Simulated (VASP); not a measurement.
# C in VASP: a series of runs

Aim: see how the results for C move with the level of theory and the settings. Levels: PBEsol+D3(BJ), BLYP+D3(BJ), PBEsol. Tasks: single point, relaxation of cell and atoms.

All numbers are computed with VASP 6.6.1; they aren't measurements. Logs are shortened: lines on timing, memory, paths and dates and some standing lists are left out, and cuts for length are marked.

### Step 1. The cell of the first run

The typed cell holds 4 atoms: a = 2.458 Å, b = 2.458 Å, c = 6.630 Å, α = 90.00°, β = 90.00°, γ = 119.96°.

### Step 2. Single point, PBEsol+D3(BJ)

Contents of INCAR:

```
SYSTEM = C
  PREC = Accurate
  ENCUT = 520
  EDIFF = 1E-6
  ISMEAR = 0
  SIGMA = 0.15
  LREAL = .False.
  LASPH = .True.
  NELM = 80
  ALGO = Normal
  ISIF = 2
  LWAVE = .False.
  LCHARG = .False.
  GGA = PS
  IVDW = 12
  NBANDS = 16
```

Contents of KPOINTS:

```
Automatic mesh
0
Gamma
  12 12 4
  0 0 0
```

Contents of POSCAR:

```
C
1.0
    1.2296004322     -2.1281112488      0.0000000000
    1.2296004322      2.1281112488      0.0000000000
    0.0000000000      0.0000000000      6.6302748323
C
4
Direct
    0.0833027742      0.9166972258      0.7500410410
    0.5833027742      0.4166972258      0.2499589590
    0.9166972258      0.0833027742      0.2499589590
    0.4166972258      0.5833027742      0.7500410410
```

Potentials or basis: VASP PAW PBE potentials, release 64 (C).

The run is started by

```console
$ cat potpaw_PBE.64/C/POTCAR > POTCAR
$ mpirun -np 1 vasp_std > vasp.out
```

OUTCAR:

```text
SYSTEM = C
   PREC = Accurate
   ENCUT = 520
   EDIFF = 1E-6
   ISMEAR = 0
   LREAL = .False.
   LASPH = .True.
   NELM = 80
   ISIF = 2
   GGA = PS
   IVDW = 12
 IVDW          = 12

 ion  position               nearest neighbor table
   1  0.083  0.917  0.750-   4 1.42   4 1.42   4 1.42
   2  0.583  0.417  0.250-   3 1.42   3 1.42   3 1.42
   3  0.917  0.083  0.250-   2 1.42   2 1.42   2 1.42
   4  0.417  0.583  0.750-   1 1.42   1 1.42   1 1.42

  LATTYP: Found a base centered orthorhombic cell.
 ALAT       =     2.4592008644
 B/A-ratio  =     1.7307339792
 C/A-ratio  =     2.6961095079

  Lattice vectors:

 A1 = (   1.2296004322,  -2.1281112488,   0.0000000000)
 A2 = (   1.2296004322,   2.1281112488,   0.0000000000)
 A3 = (   0.0000000000,   0.0000000000,   6.6302748323)

Analysis of symmetry for initial positions (statically):
=====================================================================
 Subroutine PRICEL returns:
 Original cell was already a primitive cell.

 Routine SETGRP: Setting up the symmetry group for a
 base centered orthorhombic supercell.

 Subroutine GETGRP returns: Found  8 space group operations
 (whereof  4 operations were pure point group operations)
 out of a pool of  8 trial point group operations.

The static configuration has the point symmetry C_2h.
 The point group associated with its full space group is D_2h.

Analysis of symmetry for dynamics (positions and initial velocities):
=====================================================================
 Subroutine PRICEL returns:
 Original cell was already a primitive cell.

 Routine SETGRP: Setting up the symmetry group for a
 base centered orthorhombic supercell.

 Subroutine GETGRP returns: Found  8 space group operations
 (whereof  4 operations were pure point group operations)
 out of a pool of  8 trial point group operations.

The dynamic configuration has the point symmetry C_2h.
 The point group associated with its full space group is D_2h.

 Subroutine INISYM returns: Found  8 space group operations
 (whereof  4 operations are pure point group operations),
 and found     1 'primitive' translations

----------------------------------------------------------------------------------------

                                     Primitive cell

  volume of cell :      34.6992

  direct lattice vectors                    reciprocal lattice vectors
     1.229600432 -2.128111249  0.000000000     0.406636162 -0.234950123  0.000000000
     1.229600432  2.128111249  0.000000000     0.406636162  0.234950123  0.000000000
     0.000000000  0.000000000  6.630274832     0.000000000  0.000000000  0.150823311

  length of vectors
     2.457798753  2.457798753  6.630274832     0.469632333  0.469632333  0.150823311

  position of ions in fractional coordinates (direct lattice)
     0.083302774  0.916697226  0.750041041
     0.583302774  0.416697226  0.249958959
     0.916697226  0.083302774  0.249958959
     0.416697226  0.583302774  0.750041041

  ion indices of the primitive-cell ions
   primitive index   ion index
                 1           1
                 2           2
                 3           3
                 4           4

----------------------------------------------------------------------------------------

 KPOINTS: Automatic mesh

Automatic generation of k-mesh.
 Grid dimensions read from file:
 generate k-points for:   12   12    4

 Generating k-lattice:

  Cartesian coordinates                     Fractional coordinates (reciprocal lattice)
     0.033886347 -0.019579177  0.000000000     0.083333333 -0.000000000  0.000000000
     0.033886347  0.019579177  0.000000000    -0.000000000  0.083333333  0.000000000
     0.000000000  0.000000000  0.037705828     0.000000000  0.000000000  0.250000000

  Length of vectors
     0.039136028  0.039136028  0.037705828

  Shift w.r.t. Gamma in fractional coordinates (k-lattice)
     0.000000000  0.000000000  0.000000000

 Subroutine IBZKPT returns following result:
 ===========================================

 Found    129 irreducible k-points:

 Following reciprocal coordinates:
            Coordinates               Weight
  0.000000  0.000000  0.000000      1.000000
  0.083333  0.000000  0.000000      4.000000
  0.166667 -0.000000  0.000000      4.000000
  0.250000  0.000000  0.000000      4.000000
  0.333333 -0.000000  0.000000      4.000000
  0.416667  0.000000  0.000000      4.000000
[... 16 lines left out ...]
  0.500000  0.166667  0.000000      4.000000
 -0.416667  0.166667  0.000000      4.000000
 [... further k-points ...]
   k-points           NKPTS =    129   k-points in BZ     NKDIM =    129   number of bands    NBANDS=     16
   number of dos      NEDOS =    301   number of ions     NIONS =      4
   total plane-waves  NPLWV =  16200
   dimension x,y,z NGX =    18 NGY =   18 NGZ =   50
   dimension x,y,z NGXF=    36 NGYF=   36 NGZF=  100
   ions per type =               4
   NGX,Y,Z   is equivalent  to a cutoff of  12.18, 12.18, 12.54 a.u.
   NGXF,Y,Z  is equivalent  to a cutoff of  24.35, 24.35, 25.07 a.u.
 SYSTEM =  C
   PREC   = accura    normal or accurate (medium, high low for compatibility)
   ISTART =      0    job   : 0-new  1-cont  2-samecut
   ICHARG =      2    charge: 1-file 2-atom 10-const
   ISPIN  =      1    spin polarized calculation?
   LNONCOLLINEAR =      F non collinear calculations
   LSORBIT =      F    spin-orbit coupling
   LASPH  =      T    aspherical Exc in radial PAW
   ENCUT  =  520.0 eV  38.22 Ry    6.18 a.u.   4.57  4.57 12.33*2*pi/ulx,y,z
   NELM   =     80;   NELMIN=  2; NELMDL= -5     # of ELM steps
   EDIFF  = 0.1E-05   stopping-criterion for ELM
   LREAL  =      F    real-space projection
   EDIFFG = 0.1E-04   stopping-criterion for IOM
   NSW    =      0    number of steps for IOM
   IBRION =     -1    ionic relax: 0-MD 1-quasi-New 2-CG
   NFREE  =      0    steps in history (QN), initial steepest desc. (CG)
   ISIF   =      2    stress and relaxation
   ISYM   =      2    0-nonsym 1-usesym 2-fastsym
   POTIM  = 0.5000    time-step for ionic-motion
   TEBEG  =    0.0;   TEEND  =   0.0 temperature during run
   PSTRESS=    0.0 pullay stress
   NELECT =      16.0000    total number of electrons
   NUPDOWN=      -1.0000    fix difference up-down
   EMIN   =  10.00;   EMAX   =-10.00  energy-range for DOS
   EFERMI =   0.00;   METHOD = LEGACY
   ISMEAR =     0;   SIGMA  =   0.15  broadening in eV -4-tet -1-fermi 0-gaus
   EFERMI_NEDOS =   21; number of points for ismear=-14 and -15
   IALGO  =     38    algorithm
   IMIX   =      4    mixing-type and parameters
     AMIX     =   0.40;   BMIX     =  1.00
     AMIX_MAG =   1.60;   BMIX_MAG =  1.00
  volume/ion in A,a.u.               =       8.67        58.54
  Fermi-wavevector in a.u.,A,eV,Ry     =   1.264760  2.390050 21.764131  1.599618
  Thomas-Fermi vector in A             =   2.398049
   LORBIT       =      0    0 simple, 1 ext, 2 COOP (PROOUT), +10 PAW based schemes
   GGA     = PS    functional components
   LHFCALC =     F    Hartree Fock is set to
   AEXX    =    0.0000 exact exchange contribution
   IVDW    =    12    specifies the selected vdW correction
   LEPSILON=     F    determine dielectric tensor
   LRPA    =     F    only Hartree local field effects (RPA)
 non-spin polarized calculation
 Gauss-broadening in eV      SIGMA  =   0.15
  energy-cutoff  :      520.00
  volume of cell :       34.70
 maximum number of plane-waves:       955
   NGX =  9   NGY =  9   NGZ = 25

 number of electron      15.9999994 magnetization

 Free energy of the ion-electron system (eV)
  ---------------------------------------------------
  ext. energy  EPLUGINS =         0.00000000
  ---------------------------------------------------
  free energy    TOTEN  =       -38.55557390 eV

  energy without entropy =      -38.55403862  energy(sigma->0) =      -38.55480626

 E-fermi :   4.7488     XC(G=0): -10.6463

 val. band max:        4.5633132991   @ k =   0.3333   0.3333   0.2500
 cond. band min:       4.7520420155   @ k =   0.3333   0.3333   0.5000
 fundamental gap:      0.1887287164
 Fermi energy:         4.7488026056

 k-point     1 :       0.0000    0.0000    0.0000
  band No.  band energies     occupation
      1     -14.9397      2.00000
      2     -14.6013      2.00000
      3      -3.9325      2.00000
      4      -1.7901      2.00000
      5       1.7659      2.00000
      6       1.7897      2.00000
[... 8 lines left out ...]
     15      16.2662      0.00000
     16      16.4277      0.00000

 k-point     2 :       0.0833    0.0000    0.0000
  band No.  band energies     occupation
      1     -14.7730      2.00000
      2     -14.4379      2.00000
      3      -3.7290      2.00000
      4      -1.6007      2.00000
      5       1.1136      2.00000
      6       1.1567      2.00000
[... 8 lines left out ...]
     15      15.6489      0.00000
     16      15.8967      0.00000

 k-point     3 :       0.1667   -0.0000    0.0000
  band No.  band energies     occupation
      1     -14.2745      2.00000
      2     -13.9496      2.00000
      3      -3.1225      2.00000
      4      -1.0393      2.00000
      5      -0.5490      2.00000
      6      -0.4727      2.00000
[... 8 lines left out ...]
     15      15.7081      0.00000
     16      15.9618      0.00000

 k-point     4 :       0.2500    0.0000    0.0000
  band No.  band energies     occupation
      1     -13.4501      2.00000
      2     -13.1418      2.00000
      3      -2.6795      2.00000
      4      -2.5642      2.00000
      5      -2.1276      2.00000
      6      -0.2461      2.00000
[... 8 lines left out ...]
     15      18.2794      0.00000
     16      18.2827      0.00000

 k-point     5 :       0.3333   -0.0000    0.0000
  band No.  band energies     occupation
      1     -12.3114      2.00000
      2     -12.0261      2.00000
      3      -4.9167      2.00000
      4      -4.7629      2.00000
      5      -0.9877      2.00000
      6      -0.9876      2.00000
[... 8 lines left out ...]
     15      19.6932      0.00000
     16      21.1468      0.00000

 k-point     6 :       0.4167    0.0000    0.0000
  band No.  band energies     occupation
      1     -10.8855      2.00000
      2     -10.6327      2.00000
      3      -7.0509      2.00000
      4      -6.8645      2.00000
      5      -1.4655      2.00000
      6      -1.4654      2.00000
[... 8 lines left out ...]
     15      18.3769      0.00000
     16      20.3317      0.00000
[... 267 lines left out ...]
 k-point    21 :       0.3333    0.1667    0.0000
  band No.  band energies     occupation
      1     -10.4275      2.00000
      2     -10.1856      2.00000
      3      -6.7057      2.00000
      4      -6.5232      2.00000
      5      -3.3351      2.00000
      6      -3.2320      2.00000
[... 8 lines left out ...]
     15      17.5593      0.00000
     16      17.8601      0.00000

 k-point    22 :       0.4167    0.1667    0.0000
  band No.  band energies     occupation
      1      -9.0450      2.00000
      2      -9.0439      2.00000
      3      -8.0860      2.00000
      4      -8.0763      2.00000
      5      -3.5183      2.00000
      6      -3.4150      2.00000
[... 8 lines left out ...]
     15      16.5152      0.00000
     16      17.9630      0.00000

 k-point    23 :       0.5000    0.1667    0.0000
  band No.  band energies     occupation
      1     -10.4249      2.00000
      2     -10.1802      2.00000
      3      -6.7022      2.00000
      4      -6.5392      2.00000
      5      -3.3285      2.00000
      6      -3.2331      2.00000
[... 8 lines left out ...]
     15      17.8237      0.00000
     16      18.7057      0.00000

 k-point    24 :      -0.4167    0.1667    0.0000
  band No.  band energies     occupation
      1     -11.8311      2.00000
      2     -11.5541      2.00000
      3      -4.7411      2.00000
      4      -4.6347      2.00000
      5      -2.7385      2.00000
      6      -2.6708      2.00000
[... 8 lines left out ...]
     15      17.4396      0.00000
     16      18.2853      0.00000

 [... further k-points ...]

------------------------ aborting loop because EDIFF is reached ----------------------------------------

 Edisp (eV)   -0.44619

 E8    (eV) :    -0.2170

  FORCE on cell =-STRESS in cart. coord.  units (eV):
  Direction    XX          YY          ZZ          XY          YZ          ZX
  --------------------------------------------------------------------------------------
  -------------------------------------------------------------------------------------
  Total       0.22949     0.22962    -0.02250     0.00000     0.00000     0.00000
  in kB      10.59627    10.60216    -1.03872     0.00000     0.00000     0.00000
  external pressure =        6.72 kB  Pullay stress =        0.00 kB

 VOLUME and BASIS-vectors are now :
 -----------------------------------------------------------------------------
  energy-cutoff  :      520.00
  volume of cell :       34.70
      direct lattice vectors                 reciprocal lattice vectors
     1.229600432 -2.128111249  0.000000000     0.406636162 -0.234950123  0.000000000
     1.229600432  2.128111249  0.000000000     0.406636162  0.234950123  0.000000000
     0.000000000  0.000000000  6.630274832     0.000000000  0.000000000  0.150823311

 POSITION                                       TOTAL-FORCE (eV/Angst)
 -----------------------------------------------------------------------------------
      1.22960      1.77356      4.97298         0.000000      0.000228     -0.000179
      1.22960     -0.35456      1.65730         0.000000      0.000228      0.000179
      1.22960     -1.77356      1.65730         0.000000     -0.000228      0.000179
      1.22960      0.35456      4.97298         0.000000     -0.000228     -0.000179
 -----------------------------------------------------------------------------------
    total drift:                                0.000000      0.000000      0.000000

  FREE ENERGIE OF THE ION-ELECTRON SYSTEM (eV)
  ---------------------------------------------------
  free  energy   TOTEN  =       -39.0017637494 eV

  energy  without entropy=      -39.0002284724  energy(sigma->0) =      -39.00099611
```

Wall time 48 s (1 thread of AMD EPYC 7R13 (Zen 3), shared host); peak memory 0.15 GiB.

Results:

```yaml
Free_energy: -39.0018 eV
Pressure: 0.7 GPa
Band_gap_on_the_k_mesh: zero (filled and empty bands touch)
Dispersion_energy_per_atom: -0.112 eV
```

Levels at points of the mesh, in eV from the Fermi level:
| k point | band 6 | band 7 | band 8 | band 9 | band 10 | band 11 |
| --- | --- | --- | --- | --- | --- | --- |
| (0.00, 0.00, 0.00) | -2.96 | -2.95 | -2.94 | 4.12 | 8.33 | 8.37 |
| (0.50, 0.00, 0.00) | -6.38 | -2.49 | -2.49 | 1.89 | 1.89 | 7.48 |
| (0.50, 0.50, 0.00) | -6.36 | -3.10 | -1.53 | 0.86 | 2.55 | 7.23 |
| (0.00, 0.00, 0.50) | -2.96 | -2.95 | -2.95 | 6.88 | 6.89 | 8.38 |
| (0.50, 0.00, 0.50) | -6.38 | -2.38 | -2.38 | 1.62 | 1.62 | 7.47 |
| (0.50, 0.50, 0.50) | -6.39 | -2.37 | -2.37 | 1.63 | 1.63 | 7.45 |

Caveat: the PAW data sets were made with another functional, which shifts forces and pressure a little.

### Step 3. Single point, BLYP+D3(BJ)

Contents of INCAR:

```
AGGAC = 1.0
AGGAX = 1.0
ALDAC = 0.0
ALDAX = 1.0
ALGO = Normal
EDIFF = 1E-6
ENCUT = 520
GGA = B5
ISIF = 2
ISMEAR = 0
IVDW = 12
LASPH = T
LCHARG = F
LREAL = F
LWAVE = F
NBANDS = 16
NELM = 80
PREC = Accurate
SIGMA = 0.15
VDW_A1 = 0.4298
VDW_A2 = 4.2359
VDW_S6 = 1.0
VDW_S8 = 2.6996
```

Contents of KPOINTS:

```
k-points
0
Gamma
  12 12 4
```

Contents of POSCAR:

```
C
1.0
    1.2354804938     -2.1382076096      0.0000000000
    1.2354804938      2.1382076096      0.0000000000
    0.0000000000      0.0000000000      6.5716871057
C
4
Direct
    0.0833000552      0.9166999448      0.7499892443
    0.5833000552      0.4166999448      0.2500107557
    0.9166999448      0.0833000552      0.2500107557
    0.4166999448      0.5833000552      0.7499892443
```

Potentials or basis: VASP PAW PBE potentials, release 64 (C).

The run is started by

```console
$ cat potpaw_PBE.64/C/POTCAR > POTCAR
$ mpirun -np 1 vasp_std > vasp.out
```

It took 58 s on 1 thread of AMD EPYC 7R13 (Zen 3), shared host; peak memory 0.15 GiB.

It converged, with:

- Free energy: -35.7368 eV
- Pressure: 0.4 GPa
- Band gap on the k mesh: zero (filled and empty bands touch)
- Dispersion energy per atom: -0.304 eV

Stress tensor (GPa, compression positive):
```
 0.57  0.00  0.00
 0.00  0.57  0.00
 0.00  0.00 -0.05
```

Levels at points of the mesh, in eV from the Fermi level:
| k point | band 6 | band 7 | band 8 | band 9 | band 10 | band 11 |
| --- | --- | --- | --- | --- | --- | --- |
| (0.00, 0.00, 0.00) | -3.16 | -3.15 | -3.14 | 4.53 | 8.29 | 8.34 |
| (0.50, 0.00, 0.00) | -6.44 | -2.46 | -2.46 | 1.94 | 1.94 | 7.48 |
| (0.50, 0.50, 0.00) | -6.43 | -3.09 | -1.46 | 0.93 | 2.57 | 7.22 |
| (0.00, 0.00, 0.50) | -3.16 | -3.15 | -3.15 | 7.33 | 7.33 | 8.35 |
| (0.50, 0.00, 0.50) | -6.44 | -2.33 | -2.33 | 1.66 | 1.66 | 7.47 |
| (0.50, 0.50, 0.50) | -6.46 | -2.33 | -2.33 | 1.68 | 1.68 | 7.45 |

Caveat: the PAW data sets were made with another functional, which shifts forces and pressure a little.

### Step 4. Single point, PBEsol

This run uses another cell than the first one, of 9.53 Å³/atom.

Contents of INCAR:

```
PREC = Accurate
ENCUT = 520
EDIFF = 1E-6
ISMEAR = 0
SIGMA = 0.15
LREAL = False
LASPH = True
NELM = 100
ALGO = Normal
ISIF = 2
LWAVE = False
LCHARG = True
GGA = PS
LELF = True
LVHAR = True
NBANDS = 16
```

Contents of KPOINTS:

```
Automatic mesh
0
Gamma
  12 12 4
```

Contents of POSCAR:

```
C
1.0
    1.2296818023     -2.1292311316      0.0000000000
    1.2296818023      2.1292311316      0.0000000000
    0.0000000000      0.0000000000      7.2796565393
C
4
Direct
    0.0833212375      0.9166787625      0.7499194539
    0.5833212375      0.4166787625      0.2500805461
    0.9166787625      0.0833212375      0.2500805461
    0.4166787625      0.5833212375      0.7499194539
```

The run is started by

```console
$ cat potpaw_PBE.64/C/POTCAR > POTCAR
$ mpirun -np 1 vasp_std > vasp.out
```

It took 58 s on 1 thread of AMD EPYC 7R13 (Zen 3), shared host; peak memory 0.15 GiB.

It converged, with:

| Quantity | Value |
| --- | --- |
| Free energy | -38.5726 eV |
| Pressure | 0.6 GPa |
| Band gap on the k mesh | zero (filled and empty bands touch) |

Stress tensor (GPa, compression positive):
```
 0.96  0.00  0.00
 0.00  0.96  0.00
 0.00  0.00 -0.06
```

Levels at points of the mesh, in eV from the Fermi level:
```tsv
k point	band 5	band 6	band 7	band 8	band 9	band 10	band 11	band 12
(0.00, 0.00, 0.00)	-2.99	-2.98	-2.98	-2.98	3.50	8.33	8.35	8.37
(0.50, 0.00, 0.00)	-6.40	-6.40	-2.42	-2.42	1.74	1.74	7.45	7.45
(0.50, 0.50, 0.00)	-6.42	-6.40	-2.80	-1.91	1.13	2.22	7.33	7.54
(0.00, 0.00, 0.50)	-2.99	-2.99	-2.98	-2.98	5.57	5.58	8.36	8.36
(0.50, 0.00, 0.50)	-6.40	-6.40	-2.38	-2.38	1.63	1.63	7.44	7.44
(0.50, 0.50, 0.50)	-6.41	-6.41	-2.38	-2.38	1.64	1.64	7.43	7.43
```

Caveat: this functional lacks dispersion, which binds layers or chains, so the pressure and a relaxed spacing across them are unreliable; the PAW data sets were made with another functional, which shifts forces and pressure a little.

[end of part 1 of 2]

The gap in the log of VASP goes by the Fermi energy; the results here count the filled bands.